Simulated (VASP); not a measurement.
Here is a VASP 6.6.1 calculation.

Contents of INCAR:

```
  PREC = Accurate
  ENCUT = 520
  EDIFF = 1E-7
  ISMEAR = -1
  SIGMA = 0.1
  LREAL = False
  LASPH = True
  NELM = 100
  ALGO = Normal
  ISIF = 2
  LWAVE = False
  LCHARG = False
  GGA = PS
  NBANDS = 12
```

The input KPOINTS:

```
Automatic mesh
0
Gamma
  19 19 19
```

The input POSCAR:

```
In
1.0
    0.0000000000      2.3372295534      2.3372295534
    2.3372295534      0.0000000000      2.3372295534
    2.3372295534      2.3372295534      0.0000000000
In
1
Direct
    0.0000000000      0.0000000000      0.0000000000
```

Potentials or basis: VASP PAW PBE potentials, release 64 (In_d).

The run is started by

```bash
$ cat potpaw_PBE.64/In_d/POTCAR > POTCAR
$ mpirun -np 1 vasp_std > vasp.out
```

Task: What does it give for the pressure?

Result: 0.0 GPa.

Caveat: the PAW data sets were made with another functional, which shifts forces and pressure a little.
